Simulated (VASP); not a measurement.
Here is a VASP 6.6.1 calculation.

Contents of INCAR:

```
SYSTEM = Ge
ALGO = Normal ; EDIFF = 1E-7
ENCUT = 520 ; GGA = PE
ISIF = 2 ; ISMEAR = 0
LASPH = .True. ; LCHARG = .False.
LREAL = .False. ; LWAVE = .False.
NBANDS = 21 ; NELM = 60
PREC = Accurate ; SIGMA = 0.15
```

Contents of KPOINTS:

```
k-points
0
Gamma
  14 14 14
  0 0 0
```

File POSCAR:

```
Ge
1.0
    0.0000000000      2.9914199286      2.9914199286
    2.9914199286      0.0000000000      2.9914199286
    2.9914199286      2.9914199286      0.0000000000
Ge
2
Direct
    0.5000000000      0.5000000000      0.5000000000
    0.7500000000      0.7500000000      0.7500000000
```

Potentials or basis: VASP PAW PBE potentials, release 64 (Ge_d).

Launch:

```sh
$ cat potpaw_PBE.64/Ge_d/POTCAR > POTCAR
$ mpirun -np 1 vasp_std > vasp.out
```

Task: What does it give for the pressure?

Result: -5.1 GPa.

Task: Predict the band gap on the k mesh.

Result: Zero (band 14 reaches 3.50 eV, above the bottom of band 15 at 3.23 eV).
